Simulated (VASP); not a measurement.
Mg7Se: relaxation of cell and atoms with PBE

The system is Mg7Se.

```
Mg Se
1.0
     3.03573   -1.78132    0.00000
     3.03573    1.78132    0.00000
    -0.06828    0.00000   17.94375
Mg Se
7 1
Direct
  0.66476 0.66476 0.36505
  0.00000 0.00000 0.50000
  0.33524 0.33524 0.63495
  0.33465 0.33465 0.90526
  0.99869 0.99869 0.76863
  0.66535 0.66535 0.09474
  0.00131 0.00131 0.23137
  0.00000 0.00000 0.00000
```

- Program: VASP 6.6.1
- Task: relaxation of cell and atoms
- Functional: PBE
- Potentials or basis: VASP PAW PBE potentials, release 64 (Mg, Se)
- Cutoff: 600 eV
- k mesh: 10 × 10 × 2
- Occupations: gaussian, width 0.1 eV
- Spin: no spin polarisation
- Dipole correction: no
- Further INCAR settings: ALGO = Fast; EDIFF = 1e-06; IBRION = 2; EDIFFG = -0.01; NSW = 100; ISIF = 3

The relaxed volume is 24.15 Å³/atom, the relaxed cell is a = 3.512 Å, b = 3.512 Å, c = 18.084 Å, α = 90.04°, β = 90.04°, γ = 60.05° and the space group after relaxing (to 0.1 Å) is P-3m1 (No. 164). The energy gained by relaxing is 1.0 meV/atom. The ionic steps are 11, the pressure after relaxing is 0.0 GPa and the largest force after relaxing is 0.009 eV/Å. The band gap on the k mesh is zero (bands 10 and 11 overlap by 1.12 eV).

Forces in eV/Å, atoms in the order of the input:
```
Mg   0.003  0.000 -0.006
Mg   0.000  0.000  0.000
Mg  -0.003  0.000  0.006
Mg  -0.003  0.000  0.008
Mg   0.002  0.000 -0.003
Mg   0.003  0.000 -0.008
Mg  -0.002  0.000  0.003
Se   0.000  0.000  0.000
```

The path:
| step | energy change (eV) | largest force (eV/Å) | pressure (GPa) | volume (Å³) |
| --- | --- | --- | --- | --- |
| 1 | 0.0000 | 0.0683 | -0.13 | 194.07 |
| 2 | -0.0038 | 0.0564 | -0.05 | 193.51 |
| 3 | -0.0068 | 0.0363 | 0.10 | 192.45 |
| 4 | -0.0068 | 0.0354 | 0.11 | 192.40 |
| 5 | -0.0074 | 0.0309 | 0.01 | 192.93 |
| 6 | -0.0075 | 0.0329 | -0.07 | 193.36 |
| 7 | -0.0078 | 0.0159 | -0.03 | 193.26 |
| 8 | -0.0079 | 0.0143 | -0.01 | 193.21 |
| 9 | -0.0080 | 0.0131 | 0.00 | 193.14 |
| 10 | -0.0081 | 0.0106 | 0.03 | 192.99 |
| 11 | -0.0081 | 0.0090 | -0.02 | 193.24 |

Final structure:
```
Mg Se
1.0
     3.04053   -1.75717    0.00441
     3.04053    1.75717    0.00441
    -0.04230    0.00000   18.08393
Mg Se
7 1
Direct
  0.66595 0.66595 0.36535
  0.00000 0.00000 0.50000
  0.33405 0.33405 0.63465
  0.33354 0.33354 0.90570
  0.99990 0.99990 0.77011
  0.66646 0.66646 0.09430
  0.00010 0.00010 0.22989
  0.00000 0.00000 0.00000
```

Levels at points of the mesh, in eV from the Fermi level:
```csv
k point,band 6,band 7,band 8,band 9,band 10,band 11,band 12,band 13,band 14,band 15
"(0.00, 0.00, 0.00)",-3.47,-3.12,-0.89,-0.62,-0.61,0.32,3.25,3.57,4.86,7.11
"(0.50, 0.00, 0.00)",-1.96,-1.94,-1.76,-1.24,-1.21,-0.59,0.07,0.57,1.02,1.36
"(0.50, 0.50, 0.00)",-1.96,-1.95,-1.76,-1.23,-1.21,-0.58,0.08,0.57,1.03,1.37
"(0.00, 0.00, 0.50)",-4.27,-2.16,-1.77,-0.62,-0.61,1.39,1.78,4.49,5.30,6.23
"(0.50, 0.00, 0.50)",-1.94,-1.92,-1.78,-1.50,-0.80,-0.60,-0.03,0.19,1.24,1.86
"(0.50, 0.50, 0.50)",-1.96,-1.91,-1.78,-1.49,-0.79,-0.60,-0.03,0.20,1.25,1.86
```

Wall time 18 min on 1 thread of Oxide Virtual Turin-like Processor, with other jobs on the host, peak memory 0.47 GiB.
